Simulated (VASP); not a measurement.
# Cu12HF in VASP: single point with PBE

Aim: the single point of Cu12HF with PBE.

Everything below comes from runs of VASP 6.6.1. Logs are shortened: lines on timing, memory, paths and dates and some standing lists are left out, and cuts for length are marked.

## Step 1: The cell of the first run

The cell holds a slab with vacuum, 14 atoms: a = 5.132 Å, b = 5.132 Å, c = 22.122 Å, α = 90.00°, β = 90.00°, γ = 120.00°.

## Step 2: Single point, PBE

Input file INCAR:

```
PREC     = Accurate       # precision mode
ENCUT    = 520            # plane-wave cutoff, eV
EDIFF    = 1E-6           # SCF threshold, eV
ISMEAR   = 0              # smearing method
SIGMA    = 0.1            # smearing width, eV
LREAL    = F              # projectors in reciprocal space
LASPH    = T              # aspherical terms in the spheres
NELM     = 120            # most SCF steps
ALGO     = Normal         # electronic algorithm
ISIF     = 2              # what is computed and relaxed
LWAVE    = F              # write WAVECAR
LCHARG   = F              # write CHGCAR
LDIPOL   = T            
IDIPOL   = 3            
DIPOL    = 0.5 0.5 0.311
GGA      = PE             # functional
NBANDS   = 83             # bands
GGA_COMPAT= F            
NELMDL   = -8
```

Input file KPOINTS:

```
regular mesh
0
Gamma
  6 6 1
```

Input file POSCAR:

```
Cu12HF
1.0
    5.1319544646      0.0000000000      0.0000000000
   -2.5659772323      4.4444029374      0.0000000000
    0.0000000000      0.0000000000     22.1215701967
Cu F H
12 1 1
Direct
    0.3333333333      0.1666666667      0.1808189909
    0.3333333333      0.6666666667      0.1808189909
    0.8333333333      0.1666666667      0.1808189909
    0.8333333333      0.6666666667      0.1808189909
    0.1666666667      0.3333333333      0.2739718312
    0.1666666667      0.8333333333      0.2739718312
    0.6666666667      0.3333333333      0.2739718312
    0.6666666667      0.8333333333      0.2739718312
    0.0000000000      0.0000000000      0.3671335319
    0.0000000000      0.5000000000      0.3671335319
    0.5000000000      0.0000000000      0.3671335319
    0.5000000000      0.5000000000      0.3671335319
    0.2567763684      0.2432236316      0.5298706237
    0.4098902983      0.0901097017      0.5298706237
```

Potentials or basis: VASP PAW PBE potentials, release 64 (Cu, F, H).

Launch:

```
cat potpaw_PBE.64/Cu/POTCAR potpaw_PBE.64/F/POTCAR potpaw_PBE.64/H/POTCAR > POTCAR
mpirun -np 1 vasp_std > vasp.out
```

OUTCAR:

```text
PREC = Accurate
   ENCUT = 520
   EDIFF = 1E-6
   ISMEAR = 0
   LREAL = F
   LASPH = T
   NELM = 120
   ISIF = 2
   GGA = PE
   NELMDL = -8

 ion  position               nearest neighbor table
   1  0.333  0.167  0.181-   5 2.54   6 2.54   7 2.54   4 2.57   2 2.57   2 2.57   4 2.57   3 2.57
                             3 2.57
   2  0.333  0.667  0.181-   6 2.54   5 2.54   8 2.54   3 2.57   1 2.57   1 2.57   3 2.57   4 2.57
                             4 2.57
   3  0.833  0.167  0.181-   7 2.54   8 2.54   5 2.54   4 2.57   2 2.57   4 2.57   2 2.57   1 2.57
                             1 2.57
   4  0.833  0.667  0.181-   8 2.54   7 2.54   6 2.54   3 2.57   1 2.57   3 2.57   1 2.57   2 2.57
                             2 2.57
   5  0.167  0.333  0.274-   1 2.54   2 2.54   3 2.54   9 2.54  12 2.54  10 2.54   8 2.57   6 2.57
                             6 2.57   8 2.57   7 2.57   7 2.57
   6  0.167  0.833  0.274-   2 2.54   1 2.54   4 2.54  10 2.54  11 2.54   9 2.54   7 2.57   5 2.57
                             5 2.57   7 2.57   8 2.57   8 2.57
   7  0.667  0.333  0.274-   3 2.54   4 2.54   1 2.54  11 2.54  10 2.54  12 2.54   8 2.57   6 2.57
                             8 2.57   6 2.57   5 2.57   5 2.57
   8  0.667  0.833  0.274-   4 2.54   3 2.54   2 2.54  12 2.54   9 2.54  11 2.54   7 2.57   5 2.57
                             7 2.57   5 2.57   6 2.57   6 2.57
   9  0.000  0.000  0.367-   5 2.54   8 2.54   6 2.54  10 2.57  12 2.57  10 2.57  12 2.57  11 2.57
                            11 2.57
  10  0.000  0.500  0.367-   6 2.54   7 2.54   5 2.54   9 2.57  11 2.57   9 2.57  11 2.57  12 2.57
                            12 2.57
  11  0.500  0.000  0.367-   7 2.54   6 2.54   8 2.54  10 2.57  12 2.57  12 2.57  10 2.57   9 2.57
                             9 2.57
  12  0.500  0.500  0.367-   8 2.54   5 2.54   7 2.54   9 2.57  11 2.57  11 2.57   9 2.57  10 2.57
                            10 2.57
  13  0.257  0.243  0.530-  14 1.36
  14  0.410  0.090  0.530-  13 1.36

  LATTYP: Found a hexagonal cell.
 ALAT       =     5.1319544646
 C/A-ratio  =     4.3105546531

  Lattice vectors:

 A1 = (   5.1319544646,   0.0000000000,   0.0000000000)
 A2 = (  -2.5659772323,   4.4444029374,   0.0000000000)
 A3 = (   0.0000000000,   0.0000000000,  22.1215701967)

Analysis of symmetry for initial positions (statically):
=====================================================================
 Subroutine PRICEL returns:
 Original cell was already a primitive cell.

 Routine SETGRP: Setting up the symmetry group for a
 hexagonal supercell.

 Subroutine GETGRP returns: Found  2 space group operations
 (whereof  1 operations were pure point group operations)
 out of a pool of 24 trial point group operations.

The static configuration has the point symmetry C_1 .
 The point group associated with its full space group is C_1h.

Analysis of symmetry for dynamics (positions and initial velocities):
=====================================================================
 Subroutine PRICEL returns:
 Original cell was already a primitive cell.

 Routine SETGRP: Setting up the symmetry group for a
 hexagonal supercell.

 Subroutine GETGRP returns: Found  2 space group operations
 (whereof  1 operations were pure point group operations)
 out of a pool of 24 trial point group operations.

The dynamic configuration has the point symmetry C_1 .
 The point group associated with its full space group is C_1h.

 Subroutine INISYM returns: Found  2 space group operations
 (whereof  1 operations are pure point group operations),
 and found     1 'primitive' translations

----------------------------------------------------------------------------------------

                                     Primitive cell

  volume of cell :     504.5592

  direct lattice vectors                    reciprocal lattice vectors
     5.131954465  0.000000000  0.000000000     0.194857536  0.112501051  0.000000000
    -2.565977232  4.444402937  0.000000000     0.000000000  0.225002101  0.000000000
     0.000000000  0.000000000 22.121570197     0.000000000  0.000000000  0.045204748

  length of vectors
     5.131954465  5.131954465 22.121570197     0.225002101  0.225002101  0.045204748

  position of ions in fractional coordinates (direct lattice)
     0.333333333  0.166666667  0.180818991
     0.333333333  0.666666667  0.180818991
     0.833333333  0.166666667  0.180818991
     0.833333333  0.666666667  0.180818991
     0.166666667  0.333333333  0.273971831
     0.166666667  0.833333333  0.273971831
     0.666666667  0.333333333  0.273971831
     0.666666667  0.833333333  0.273971831
     0.000000000  0.000000000  0.367133532
     0.000000000  0.500000000  0.367133532
     0.500000000  0.000000000  0.367133532
     0.500000000  0.500000000  0.367133532
     0.256776368  0.243223632  0.529870624
     0.409890298  0.090109702  0.529870624

  ion indices of the primitive-cell ions
   primitive index   ion index
                 1           1
                 2           2
[... 25 lines left out ...]
     0.000000000  0.037500350  0.000000000     0.000000000  0.166666667  0.000000000
     0.000000000  0.000000000  0.045204748     0.000000000  0.000000000  1.000000000

  Length of vectors
     0.037500350  0.037500350  0.045204748

  Shift w.r.t. Gamma in fractional coordinates (k-lattice)
     0.000000000  0.000000000  0.000000000

 Subroutine IBZKPT returns following result:
 ===========================================

 Found     13 irreducible k-points:

 Following reciprocal coordinates:
            Coordinates               Weight
  0.000000  0.000000  0.000000      1.000000
  0.166667  0.000000  0.000000      4.000000
 -0.166667  0.166667  0.000000      2.000000
  0.333333  0.000000  0.000000      4.000000
 -0.333333  0.333333  0.000000      2.000000
  0.500000  0.000000  0.000000      2.000000
  0.500000  0.500000  0.000000      1.000000
  0.166667  0.166667  0.000000      2.000000
 -0.166667  0.333333  0.000000      4.000000
  0.333333  0.166667  0.000000      4.000000
 -0.166667  0.500000  0.000000      4.000000
  0.500000  0.333333  0.000000      4.000000
  0.333333  0.333333  0.000000      2.000000
   k-points           NKPTS =     13   k-points in BZ     NKDIM =     13   number of bands    NBANDS=     83
   number of dos      NEDOS =    301   number of ions     NIONS =     14
   total plane-waves  NPLWV = 268800
   dimension x,y,z NGX =    40 NGY =   40 NGZ =  168
   dimension x,y,z NGXF=    80 NGYF=   80 NGZF=  336
   ions per type =              12   1   1
   NGX,Y,Z   is equivalent  to a cutoff of  12.96, 12.96, 12.63 a.u.
   NGXF,Y,Z  is equivalent  to a cutoff of  25.92, 25.92, 25.25 a.u.
 SYSTEM =  unknown system
   PREC   = accura    normal or accurate (medium, high low for compatibility)
   ISTART =      0    job   : 0-new  1-cont  2-samecut
   ICHARG =      2    charge: 1-file 2-atom 10-const
   ISPIN  =      1    spin polarized calculation?
   LNONCOLLINEAR =      F non collinear calculations
   LSORBIT =      F    spin-orbit coupling
   LASPH  =      T    aspherical Exc in radial PAW
   ENCUT  =  520.0 eV  38.22 Ry    6.18 a.u.   9.54  9.54 41.13*2*pi/ulx,y,z
   NELM   =    120;   NELMIN=  2; NELMDL= -8     # of ELM steps
   EDIFF  = 0.1E-05   stopping-criterion for ELM
   LREAL  =      F    real-space projection
   EDIFFG = 0.1E-04   stopping-criterion for IOM
   NSW    =      0    number of steps for IOM
   IBRION =     -1    ionic relax: 0-MD 1-quasi-New 2-CG
   NFREE  =      0    steps in history (QN), initial steepest desc. (CG)
   ISIF   =      2    stress and relaxation
   ISYM   =      2    0-nonsym 1-usesym 2-fastsym
   POTIM  = 0.5000    time-step for ionic-motion
   TEBEG  =    0.0;   TEEND  =   0.0 temperature during run
   PSTRESS=    0.0 pullay stress
   NELECT =     140.0000    total number of electrons
   NUPDOWN=      -1.0000    fix difference up-down
   EMIN   =  10.00;   EMAX   =-10.00  energy-range for DOS
   EFERMI =   0.00;   METHOD = LEGACY
   ISMEAR =     0;   SIGMA  =   0.10  broadening in eV -4-tet -1-fermi 0-gaus
   EFERMI_NEDOS =   21; number of points for ismear=-14 and -15
   IALGO  =     38    algorithm
   IMIX   =      4    mixing-type and parameters
     AMIX     =   0.40;   BMIX     =  1.00
     AMIX_MAG =   1.60;   BMIX_MAG =  1.00
  volume/ion in A,a.u.               =      36.04       243.21
  Fermi-wavevector in a.u.,A,eV,Ry     =   1.067776  2.017804 15.512620  1.140145
  Thomas-Fermi vector in A             =   2.203403
   LORBIT       =      0    0 simple, 1 ext, 2 COOP (PROOUT), +10 PAW based schemes
   GGA     = PE    functional components
   LHFCALC =     F    Hartree Fock is set to
   AEXX    =    0.0000 exact exchange contribution
   IVDW    =     0    specifies the selected vdW correction
   LEPSILON=     F    determine dielectric tensor
   LRPA    =     F    only Hartree local field effects (RPA)
 non-spin polarized calculation
 Gauss-broadening in eV      SIGMA  =   0.10
  energy-cutoff  :      520.00
  volume of cell :      504.56
 maximum number of plane-waves:     13643
 NGX is ok and might be reduce to    40
   NGX = 19   NGY = 19   NGZ = 83

 dipolmoment           0.000000      0.000000     -0.032816 electrons x Angstroem

 number of electron     139.9999991 magnetization

 dipolmoment           0.000000      0.000000      0.060283 electrons x Angstroem

 Free energy of the ion-electron system (eV)
  ---------------------------------------------------
  ext. energy  EPLUGINS =         0.00000000
  ---------------------------------------------------
  free energy    TOTEN  =       -46.88803047 eV

  energy without entropy =      -46.81499179  energy(sigma->0) =      -46.85151113

 E-fermi :  -1.2060     XC(G=0):  -4.8789

 val. band max:       -1.2140961680   @ k =  -0.3333   0.3333   0.0000
 cond. band min:      -1.2050315895   @ k =   0.5000   0.0000   0.0000
 fundamental gap:      0.0090645785
 Fermi energy:        -1.2060392026

 k-point     1 :       0.0000    0.0000    0.0000
  band No.  band energies     occupation
      1     -24.1997      2.00000
      2      -9.7850      2.00000
      3      -7.7654      2.00000
      4      -7.6190      2.00000
      5      -6.2938      2.00000
      6      -5.9018      2.00000
[... 1094 lines left out ...]
     81       3.5574      0.00000
     82       4.9082      0.00000
 [bands above 82 left out]

------------------------ aborting loop because EDIFF is reached ----------------------------------------

 vacuum level on the upper side and lower side of the slab       (xc-potential included)         0.070        -0.394

  FORCE on cell =-STRESS in cart. coord.  units (eV):
  Direction    XX          YY          ZZ          XY          YZ          ZX
  --------------------------------------------------------------------------------------
  -------------------------------------------------------------------------------------
  Total       -9.1453382     -5.1339616     -0.0079679      3.4739540      0.0005652     -0.0009791
  in kB      -29.0401051    -16.3023807     -0.0253014     11.0311929      0.0017948     -0.0031089
  external PRESSURE =     -15.1225957 kB  Pullay stress =       0.0000000 kB

 VOLUME and BASIS-vectors are now :
 -----------------------------------------------------------------------------
  energy-cutoff  :      520.00
  volume of cell :      504.56
      direct lattice vectors                 reciprocal lattice vectors
     5.131954465  0.000000000  0.000000000     0.194857536  0.112501051  0.000000000
    -2.565977232  4.444402937  0.000000000     0.000000000  0.225002101  0.000000000
     0.000000000  0.000000000 22.121570197     0.000000000  0.000000000  0.045204748

 POSITION                                       TOTAL-FORCE (eV/Angst)
 -----------------------------------------------------------------------------------
      1.28299      0.74073      4.00000        -0.000049      0.000029     -0.032579
     -0.00000      2.96294      4.00000        -0.000369      0.000069     -0.032152
      3.84897      0.74073      4.00000        -0.000244      0.000285     -0.032152
      2.56598      2.96294      4.00000         0.000414     -0.000239     -0.035189
      0.00000      1.48147      6.06069         0.001467     -0.000847      0.006627
     -1.28299      3.70367      6.06069        -0.003984     -0.000437      0.005663
      2.56598      1.48147      6.06069        -0.001613      0.003668      0.005663
      1.28299      3.70367      6.06069         0.004055     -0.002341      0.008411
      0.00000      0.00000      8.12157         0.002006     -0.000852      0.066252
     -1.28299      2.22220      8.12157        -0.003724      0.002150      0.038634
      2.56598      0.00000      8.12157         0.000578     -0.000334      0.035904
      1.28299      2.22220      8.12157         0.001741     -0.001311      0.066252
      0.69366      1.08098     11.72157         5.033076     -2.905848     -0.048169
      1.87232      0.40048     11.72157        -5.033353      2.906008     -0.053166
 -----------------------------------------------------------------------------------
    total drift:                                0.000273     -0.000158     -0.003899

  FREE ENERGIE OF THE ION-ELECTRON SYSTEM (eV)
  ---------------------------------------------------
  free  energy   TOTEN  =       -46.8880304742 eV

  energy  without entropy=      -46.8149917949  energy(sigma->0) =      -46.85151113

 vacuum level on the upper side and lower side of the slab         3.842         3.366
```

It took 29 min on 1 thread of Intel Xeon Platinum 8375C at 2.90GHz (Ice Lake), shared host; peak memory 0.84 GiB.

What came out:

```yaml
Free_energy: -46.8880 eV
Largest_force: 5.812 eV/Å
Band_gap_on_the_k_mesh: zero (bands 70 and 71 overlap by 0.40 eV)
```

Forces in eV/Å, atoms in the order of the input:
```
Cu   0.000  0.000 -0.033
Cu   0.000  0.000 -0.032
Cu   0.000  0.000 -0.032
Cu   0.000  0.000 -0.035
Cu   0.001 -0.001  0.007
Cu  -0.004  0.000  0.006
Cu  -0.002  0.004  0.006
Cu   0.004 -0.002  0.008
Cu   0.002 -0.001  0.066
Cu  -0.004  0.002  0.039
Cu   0.001  0.000  0.036
Cu   0.002 -0.001  0.066
F    5.033 -2.906 -0.048
H   -5.033  2.906 -0.053
```

Levels at points of the mesh, in eV from the Fermi level:
```tsv
k point	band 66	band 67	band 68	band 69	band 70	band 71	band 72	band 73	band 74	band 75
(0.00, 0.00, 0.00)	-1.31	-1.31	-0.07	0.07	0.07	0.07	0.93	1.18	1.18	1.18
(0.50, 0.00, 0.00)	-1.54	-1.48	-1.48	0.00	0.00	0.32	0.38	1.09	1.18	1.21
(0.50, 0.50, 0.00)	-1.54	-1.48	-1.48	0.00	0.00	0.32	0.40	1.15	1.18	1.29
```
